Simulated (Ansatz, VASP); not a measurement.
One calculation of HfO2, two programs

Contents of INCAR:

```
SYSTEM = HfO2
  ALGO = Normal
  EDIFF = 1E-6
  ENCUT = 520
  GGA = PE
  ISIF = 2
  ISMEAR = 0
  LASPH = .True.
  LCHARG = .False.
  LREAL = .False.
  LWAVE = .False.
  NBANDS = 18
  NELM = 80
  PREC = Accurate
  SIGMA = 0.05
```

KPOINTS

```
k-points
0
Gamma
  8 8 8
  0 0 0
```

File POSCAR:

```
HfO2
1.0
    0.0000000000      2.6508762353      2.5489194570
    2.6169756065      0.0000000000      2.5489194570
    2.6169756065      2.6508762353      0.0000000000
Hf O
1 2
Direct
    0.0000000000      0.0000000000      0.0000000000
    0.2500000000      0.2500000000      0.2500000000
    0.7500000000      0.7500000000      0.7500000000
```

Input for Ansatz:

```yaml
crystal:
  lattice:
    - [0.0, 2.6508762353, 2.548919457]
    - [2.6169756065, 0.0, 2.548919457]
    - [2.6169756065, 2.6508762353, 0.0]
  atoms:
    - { symbol: Hf, position: [0.0, 0.0, 0.0] }
    - { symbol: O, position: [0.25, 0.25, 0.25] }
    - { symbol: O, position: [0.75, 0.75, 0.75] }
basis:
  ecutwfc: 520.0
kpoints:
  mp_grid: { grid: [8, 8, 8] }
hamiltonian:
  xc: pbe
  pseudopotentials: { kind: paw, azcp: { folder: soft_1 } }
scf:
  occupations: { method: gaussian, width: 0.05 }
output:
  forces: true
  stress: true
  eigenvalues: true
  write_density: true
  write_potential: true
  elf: true
  volumetric_format: npy
```

Change from the starting cell: normal strain along x +0.0267, normal strain along y +0.0400.

Alike in both runs: task single point; functional PBE; k mesh 8 × 8 × 8; occupations gaussian, width 0.05 eV; no spin polarisation.

```csv
,VASP,Ansatz
version,VASP 6.6.1,Ansatz 0.2.0
potentials or method,"VASP PAW PBE potentials, release 64 (Hf_pv, O), cutoff 520 eV","scalar-relativistic, plane waves, PAW"
valence electrons in the cell,22,38
```

|  | VASP | Ansatz | Ansatz less VASP |
| --- | --- | --- | --- |
| gap on the k mesh at the Fermi level (eV) | 3.26 | 3.29 | +0.026 |
| least direct gap on the mesh (eV) | 3.32 | 3.33 | +0.011 |
| pressure (GPa) | -17.0 | -14.0 | +3.03 |
| traceless stress, the component that is largest in VASP (GPa) | 9.16 | 9.02 | -0.133 |

The functional is the same, so the differences come from potentials, cutoffs and numerics. VASP's potentials hold 22 valence electrons a cell and Ansatz's 38, so a difference there can come from the potentials and not from the codes.

Neither program's run includes spin-orbit coupling.
